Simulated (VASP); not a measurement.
# Al4Fe3Co (P4/mmm) in VASP: single point with PBE

Aim: the single point of Al4Fe3Co with PBE.

Everything below comes from runs of VASP 6.6.1. Logs are shortened: lines on timing, memory, paths and dates and some standing lists are left out, and cuts for length are marked.

**1. The cell of the first run**

It takes space group P4/mmm (No. 123, tetragonal). The conventional cell has a = 4.060 Å, b = 4.060 Å, c = 5.726 Å, α = 90.00°, β = 90.00°, γ = 90.00°. Al (site symmetry 2mm) has 2 Co at 2.48 Å and 6 Fe at 2.48 to 2.49 Å and 6 Al at 2.83 to 2.89 Å within 3.3 Å. Co (site symmetry 4/mmm) has 8 Al at 2.48 Å and 6 Fe at 2.86 to 2.87 Å within 3.3 Å. Fe (site symmetry 4/mmm) has 8 Al at 2.48 Å and 2 Fe at 2.86 Å and 4 Co at 2.87 Å within 3.3 Å. Fe (site symmetry 4/mmm) has 8 Al at 2.49 Å and 6 Fe at 2.86 to 2.87 Å within 3.3 Å. Fe (site symmetry 4/mmm) has 8 Al at 2.49 Å and 2 Co at 2.86 Å and 4 Fe at 2.87 Å within 3.3 Å.

**2. Single point, PBE, collinear spin, ferromagnetic start**

The input, INCAR:

```
ALGO = Normal ; EDIFF = 1E-6
ENCUT = 520 ; GGA = PE
ISIF = 2 ; ISMEAR = 0
ISPIN = 2 ; LASPH = True
LCHARG = False ; LMAXMIX = 4
LORBIT = 11 ; LREAL = False
LWAVE = False ; MAGMOM = 0 0 0 0 0 -0.7 -0.7 -0.7
NBANDS = 36 ; NELM = 150
PREC = Accurate ; SIGMA = 0.1
```

The input, KPOINTS:

```
k-points
0
Gamma
  4 4 4
```

The input, POSCAR:

```
Al4Fe3Co
1.0
    4.0598673000      0.0000000000      0.0000000000
    0.0000000000      4.0598673000      0.0000000000
    0.0000000000      0.0000000000      5.7258574000
Al Co Fe
4 1 3
Direct
    0.0000000000      0.5000000000      0.7526180000
    0.0000000000      0.5000000000      0.2473820000
    0.5000000000      0.0000000000      0.7526180000
    0.5000000000      0.0000000000      0.2473820000
    0.5000000000      0.5000000000      0.0000000000
    0.0000000000      0.0000000000      0.0000000000
    0.0000000000      0.0000000000      0.5000000000
    0.5000000000      0.5000000000      0.5000000000
```

Potentials or basis: VASP PAW PBE potentials, release 64 (Al, Co, Fe).

Run with:

```
cat potpaw_PBE.64/Al/POTCAR potpaw_PBE.64/Co/POTCAR potpaw_PBE.64/Fe/POTCAR > POTCAR
mpirun -np 1 vasp_std > vasp.out
```

OUTCAR:

```text
EDIFF = 1E-6
   ENCUT = 520
   GGA = PE
   ISIF = 2
   ISMEAR = 0
   ISPIN = 2
   LASPH = True
   LORBIT = 11
   LREAL = False
   NELM = 150
   PREC = Accurate

 ion  position               nearest neighbor table
   1  0.000  0.500  0.753-   5 2.48   6 2.48   6 2.48   5 2.48   7 2.49   7 2.49   8 2.49   8 2.49
                             2 2.83   3 2.87   3 2.87   3 2.87   3 2.87   2 2.89
   2  0.000  0.500  0.247-   5 2.48   6 2.48   6 2.48   5 2.48   7 2.49   7 2.49   8 2.49   8 2.49
                             1 2.83   4 2.87   4 2.87   4 2.87   4 2.87   1 2.89
   3  0.500  0.000  0.753-   5 2.48   6 2.48   5 2.48   6 2.48   7 2.49   8 2.49   8 2.49   7 2.49
                             4 2.83   1 2.87   1 2.87   1 2.87   1 2.87   4 2.89
   4  0.500  0.000  0.247-   5 2.48   6 2.48   5 2.48   6 2.48   7 2.49   8 2.49   8 2.49   7 2.49
                             3 2.83   2 2.87   2 2.87   2 2.87   2 2.87   3 2.89
   5  0.500  0.500  0.000-   1 2.48   2 2.48   3 2.48   4 2.48   3 2.48   4 2.48   1 2.48   2 2.48
                             8 2.86   8 2.86   6 2.87   6 2.87   6 2.87   6 2.87
   6  0.000  0.000  0.000-   1 2.48   2 2.48   3 2.48   4 2.48   1 2.48   2 2.48   3 2.48   4 2.48
                             7 2.86   7 2.86   5 2.87   5 2.87   5 2.87   5 2.87
   7  0.000  0.000  0.500-   1 2.49   2 2.49   3 2.49   4 2.49   1 2.49   2 2.49   3 2.49   4 2.49
                             6 2.86   6 2.86   8 2.87   8 2.87   8 2.87   8 2.87
   8  0.500  0.500  0.500-   1 2.49   2 2.49   3 2.49   4 2.49   3 2.49   4 2.49   1 2.49   2 2.49
                             5 2.86   5 2.86   7 2.87   7 2.87   7 2.87   7 2.87

  LATTYP: Found a simple tetragonal cell.
 ALAT       =     4.0598673000
 C/A-ratio  =     1.4103558015

  Lattice vectors:

 A1 = (   4.0598673000,   0.0000000000,   0.0000000000)
 A2 = (   0.0000000000,   4.0598673000,   0.0000000000)
 A3 = (   0.0000000000,   0.0000000000,   5.7258574000)

Analysis of symmetry for initial positions (statically):
=====================================================================
 Subroutine PRICEL returns:
 Original cell was already a primitive cell.

 Routine SETGRP: Setting up the symmetry group for a
 simple tetragonal supercell.

 Subroutine GETGRP returns: Found 16 space group operations
 (whereof 16 operations were pure point group operations)
 out of a pool of 16 trial point group operations.

The static configuration has the point symmetry D_4h.

Analysis of symmetry for dynamics (positions and initial velocities):
=====================================================================
 Subroutine PRICEL returns:
 Original cell was already a primitive cell.

 Routine SETGRP: Setting up the symmetry group for a
 simple tetragonal supercell.

 Subroutine GETGRP returns: Found 16 space group operations
 (whereof 16 operations were pure point group operations)
 out of a pool of 16 trial point group operations.

The dynamic configuration has the point symmetry D_4h.

Analysis of structural, dynamic, and magnetic symmetry:
=====================================================================
 Subroutine PRICEL returns:
 Original cell was already a primitive cell.

 Routine SETGRP: Setting up the symmetry group for a
 simple tetragonal supercell.

 Subroutine GETGRP returns: Found 16 space group operations
 (whereof 16 operations were pure point group operations)
 out of a pool of 16 trial point group operations.

The overall configuration has the point symmetry D_4h.

 Subroutine INISYM returns: Found 16 space group operations
 (whereof 16 operations are pure point group operations),
 and found     1 'primitive' translations

----------------------------------------------------------------------------------------

                                     Primitive cell

  volume of cell :      94.3766

  direct lattice vectors                    reciprocal lattice vectors
     4.059867300  0.000000000  0.000000000     0.246313469  0.000000000  0.000000000
     0.000000000  4.059867300  0.000000000     0.000000000  0.246313469  0.000000000
     0.000000000  0.000000000  5.725857400     0.000000000  0.000000000  0.174646333

  length of vectors
[... 71 lines left out ...]
   total plane-waves  NPLWV =  43200
   dimension x,y,z NGX =    30 NGY =   30 NGZ =   48
   dimension x,y,z NGXF=    60 NGYF=   60 NGZF=   96
   ions per type =               4   1   3
   NGX,Y,Z   is equivalent  to a cutoff of  12.28, 12.28, 13.94 a.u.
   NGXF,Y,Z  is equivalent  to a cutoff of  24.57, 24.57, 27.87 a.u.
 SYSTEM =  unknown system
   PREC   = accura    normal or accurate (medium, high low for compatibility)
   ISTART =      0    job   : 0-new  1-cont  2-samecut
   ICHARG =      2    charge: 1-file 2-atom 10-const
   ISPIN  =      2    spin polarized calculation?
   LNONCOLLINEAR =      F non collinear calculations
   LSORBIT =      F    spin-orbit coupling
   LASPH  =      T    aspherical Exc in radial PAW
   ENCUT  =  520.0 eV  38.22 Ry    6.18 a.u.   7.55  7.55 10.65*2*pi/ulx,y,z
   NELM   =    150;   NELMIN=  2; NELMDL= -5     # of ELM steps
   EDIFF  = 0.1E-05   stopping-criterion for ELM
   LREAL  =      F    real-space projection
   EDIFFG = 0.1E-04   stopping-criterion for IOM
   NSW    =      0    number of steps for IOM
   IBRION =     -1    ionic relax: 0-MD 1-quasi-New 2-CG
   NFREE  =      0    steps in history (QN), initial steepest desc. (CG)
   ISIF   =      2    stress and relaxation
   ISYM   =      2    0-nonsym 1-usesym 2-fastsym
   POTIM  = 0.5000    time-step for ionic-motion
   TEBEG  =    0.0;   TEEND  =   0.0 temperature during run
   PSTRESS=    0.0 pullay stress
   NELECT =      45.0000    total number of electrons
   NUPDOWN=      -1.0000    fix difference up-down
   EMIN   =  10.00;   EMAX   =-10.00  energy-range for DOS
   EFERMI =   0.00;   METHOD = LEGACY
   ISMEAR =     0;   SIGMA  =   0.10  broadening in eV -4-tet -1-fermi 0-gaus
   EFERMI_NEDOS =   21; number of points for ismear=-14 and -15
   IALGO  =     38    algorithm
   IMIX   =      4    mixing-type and parameters
     AMIX     =   0.40;   BMIX     =  1.00
     AMIX_MAG =   1.60;   BMIX_MAG =  1.00
  volume/ion in A,a.u.               =      11.80        79.61
  Fermi-wavevector in a.u.,A,eV,Ry     =   1.278962  2.416888 22.255641  1.635743
  Thomas-Fermi vector in A             =   2.411475
   LORBIT       =     11    0 simple, 1 ext, 2 COOP (PROOUT), +10 PAW based schemes
   GGA     = PE    functional components
   LHFCALC =     F    Hartree Fock is set to
   AEXX    =    0.0000 exact exchange contribution
   IVDW    =     0    specifies the selected vdW correction
   LEPSILON=     F    determine dielectric tensor
   LRPA    =     F    only Hartree local field effects (RPA)
 spin polarized calculation
 Gauss-broadening in eV      SIGMA  =   0.10
  energy-cutoff  :      520.00
  volume of cell :       94.38
 maximum number of plane-waves:      2566
   NGX = 15   NGY = 15   NGZ = 21

 number of electron      44.9999991 magnetization      -2.0229851

 Free energy of the ion-electron system (eV)
  ---------------------------------------------------
  ext. energy  EPLUGINS =         0.00000000
  ---------------------------------------------------
  free energy    TOTEN  =       -49.97253566 eV

  energy without entropy =      -49.93497686  energy(sigma->0) =      -49.95375626

 E-fermi :   8.5675     XC(G=0): -12.1757

 val. band max:        8.5586111230   @ k =   0.2500   0.2500   0.2500
 cond. band min:       8.5677046258   @ k =   0.2500   0.2500   0.0000
 fundamental gap:      0.0090935029
 Fermi energy:         8.5675022883

 spin component 1

 k-point     1 :       0.0000    0.0000    0.0000
  band No.  band energies     occupation
      1      -1.9205      1.00000
      2       2.2956      1.00000
      3       2.5361      1.00000
      4       3.7944      1.00000
      5       5.2393      1.00000
      6       5.2410      1.00000
[... 655 lines left out ...]
     33      14.7942      0.00000
     34      14.9363      0.00000
 Fermi energy:         8.5675022883

 spin component 2

 k-point     1 :       0.0000    0.0000    0.0000
  band No.  band energies     occupation
      1      -1.9320      1.00000
      2       2.3114      1.00000
      3       2.4724      1.00000
      4       3.6134      1.00000
      5       4.9443      1.00000
      6       4.9443      1.00000
[... 655 lines left out ...]
     33      14.6271      0.00000
     34      14.7787      0.00000
 [bands above 34 left out]

------------------------ aborting loop because EDIFF is reached ----------------------------------------

  FORCE on cell =-STRESS in cart. coord.  units (eV):
  Direction    XX          YY          ZZ          XY          YZ          ZX
  --------------------------------------------------------------------------------------
  -------------------------------------------------------------------------------------
  Total       -0.1115628     -0.1115628      0.4452186      0.0000000     -0.0000000      0.0000000
  in kB       -1.8939387     -1.8939387      7.5582227      0.0000000     -0.0000000      0.0000000
  external PRESSURE =       1.2567818 kB  Pullay stress =       0.0000000 kB

 VOLUME and BASIS-vectors are now :
 -----------------------------------------------------------------------------
  energy-cutoff  :      520.00
  volume of cell :       94.38
      direct lattice vectors                 reciprocal lattice vectors
     4.059867300  0.000000000  0.000000000     0.246313469  0.000000000  0.000000000
     0.000000000  4.059867300  0.000000000     0.000000000  0.246313469  0.000000000
     0.000000000  0.000000000  5.725857400     0.000000000  0.000000000  0.174646333

 POSITION                                       TOTAL-FORCE (eV/Angst)
 -----------------------------------------------------------------------------------
      0.00000      2.02993      4.30938        -0.000000     -0.000000      0.051131
      0.00000      2.02993      1.41647        -0.000000     -0.000000     -0.051131
      2.02993      0.00000      4.30938         0.000000      0.000000      0.051131
      2.02993      0.00000      1.41647         0.000000      0.000000     -0.051131
      2.02993      2.02993      0.00000         0.000000      0.000000     -0.000000
      0.00000      0.00000      0.00000         0.000000      0.000000     -0.000000
      0.00000      0.00000      2.86293         0.000000      0.000000     -0.000000
      2.02993      2.02993      2.86293         0.000000      0.000000     -0.000000
 -----------------------------------------------------------------------------------
    total drift:                                0.000000      0.000000     -0.000000

  FREE ENERGIE OF THE ION-ELECTRON SYSTEM (eV)
  ---------------------------------------------------
  free  energy   TOTEN  =       -49.9725356558 eV

  energy  without entropy=      -49.9349768609  energy(sigma->0) =      -49.95375626

 total charge

# of ion       s       p       d       tot
------------------------------------------
    1        0.399   0.434   0.000   0.833
    2        0.399   0.434   0.000   0.833
    3        0.399   0.434   0.000   0.833
    4        0.399   0.434   0.000   0.833
    5        0.437   0.505   7.492   8.433
    6        0.429   0.499   6.529   7.456
    7        0.431   0.518   6.448   7.397
    8        0.428   0.495   6.490   7.413
--------------------------------------------------
tot          3.321   3.753  26.958  34.032

 magnetization (x)

# of ion       s       p       d       tot
------------------------------------------
    1        0.006   0.012   0.000   0.017
    2        0.006   0.012   0.000   0.017
    3        0.006   0.012   0.000   0.017
    4        0.006   0.012   0.000   0.017
    5        0.002  -0.003   0.052   0.051
    6       -0.005  -0.010  -0.432  -0.446
    7       -0.006  -0.007  -1.013  -1.025
    8       -0.003  -0.008  -0.686  -0.697
--------------------------------------------------
tot          0.011   0.018  -2.078  -2.049
```

Run time: 4.9 min. Hardware: 1 thread of Intel Xeon 8259CL, shared host; peak memory 0.28 GiB.

What came out:

```yaml
Free_energy: -49.9725 eV
Pressure: 0.1 GPa
Largest_force: 0.051 eV/Å
Net_moment: -2.02 μB per cell
Site_moments: Al +0.02; Co +0.05; Fe -0.45, -1.02, -0.70 μB
Valence_electrons_inside_the_program's_atomic_spheres: Al 0.83; Co 8.43; Fe 7.46, 7.40, 7.41
```

Forces in eV/Å, atoms in the order of the input:
```
Al   0.000  0.000  0.051
Al   0.000  0.000 -0.051
Al   0.000  0.000  0.051
Al   0.000  0.000 -0.051
Co   0.000  0.000  0.000
Fe   0.000  0.000  0.000
Fe   0.000  0.000  0.000
Fe   0.000  0.000  0.000
```

Caveat: the k points lie up to 0.39 Å⁻¹ apart.
